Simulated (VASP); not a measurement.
Write the native input for VASP 6.6.1 that does the following.

| Quantity | Value |
| --- | --- |
| Task | single point |
| Functional | PBE |
| Potentials or basis | VASP PAW PBE potentials, release 64 (Si, C) |
| Cutoff | 520 eV |
| k mesh | 20 × 20 × 20 |
| Occupations | gaussian, width 0.1 eV |
| Spin | no spin polarisation |
| Dipole correction | no |
| Further INCAR settings | ALGO = Normal; EDIFF = 1e-06; NBANDS = 18 |

The structure of SiC4 lies in POSCAR:

```
SiC4
1.0
   -1.2565859399      1.2565859399      5.7592505132
    1.2565859399     -1.2565859399      5.7592505132
    1.2565859399      1.2565859399     -5.7592505132
Si C
1 4
Direct
    0.0000000000      0.0000000000      0.0000000000
    0.6025948507      0.6025948507      0.0000000000
    0.2731589482      0.2731589482      0.0000000000
    0.7268410518      0.7268410518      0.0000000000
    0.3974051493      0.3974051493      0.0000000000
```

These files were run (other wordings do the same):

INCAR

```
ALGO = Normal ; EDIFF = 1E-6
ENCUT = 520 ; GGA = PE
ISIF = 2 ; ISMEAR = 0
LASPH = T ; LCHARG = F
LREAL = F ; LWAVE = F
NBANDS = 18 ; NELM = 60
PREC = Accurate ; SIGMA = 0.1
```

KPOINTS

```
k-points
0
Gamma
  20 20 20
```

Potentials or basis: VASP PAW PBE potentials, release 64 (Si, C).

Launch:

```bash
$ cat potpaw_PBE.64/Si/POTCAR potpaw_PBE.64/C/POTCAR > POTCAR
$ mpirun -np 1 vasp_std > vasp.out
```

Results of the run:

The pressure is 0.3 GPa, the largest force is 0.057 eV/Å and the band gap on the k mesh is zero (bands 10 and 11 overlap by 6.10 eV).

Wall time 22 min on 1 thread of Intel(R) Xeon(R) Platinum 8559C (Emerald Rapids), with other jobs on the host, peak memory 0.56 GiB.
